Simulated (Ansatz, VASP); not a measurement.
**BaMgSbF in VASP and in Ansatz**

```
Ba Sb Mg F
1.0
     4.61335    0.00000    0.00000
     0.00000    4.61335    0.00000
     0.00000    0.00000    9.96366
Ba Sb Mg F
2 2 2 2
Direct
  0.50000 0.00000 0.14039
  0.00000 0.50000 0.85961
  0.50000 0.00000 0.67603
  0.00000 0.50000 0.32397
  0.50000 0.50000 0.50000
  0.00000 0.00000 0.50000
  0.50000 0.50000 0.00000
  0.00000 0.00000 0.00000
```

Alike in both runs: task relaxation of cell and atoms; functional PBEsol; k mesh 6 × 6 × 4; occupations gaussian, width 0.02 eV; no spin polarisation.

|  | VASP | Ansatz |
| --- | --- | --- |
| version | VASP 6.6.1 | Ansatz 0.2.0 |
| potentials or method | VASP PAW PBE potentials, release 64 (Ba_sv, Sb, Mg, F), cutoff 600 eV | scalar-relativistic, plane waves, PAW |
| valence electrons in the cell | 48 | 84 |

|  | VASP | Ansatz | Ansatz less VASP |
| --- | --- | --- | --- |
| gap on the k mesh at the Fermi level, each at its own relaxed structure (eV) | 1.14 | 1.16 | +0.019 |
| relaxed volume (Å³/atom) | 25.50 | 25.20 | -0.297 |
| relaxed length of the cell vector where the two differ most in proportion (Å) | 9.748 | 9.689 | -0.0590 |

VASP's potentials were made for PBE, not for PBEsol. VASP's potentials hold 48 valence electrons a cell and Ansatz's 84, so a difference there can come from the potentials and not from the codes.

Spin-orbit coupling is off throughout.
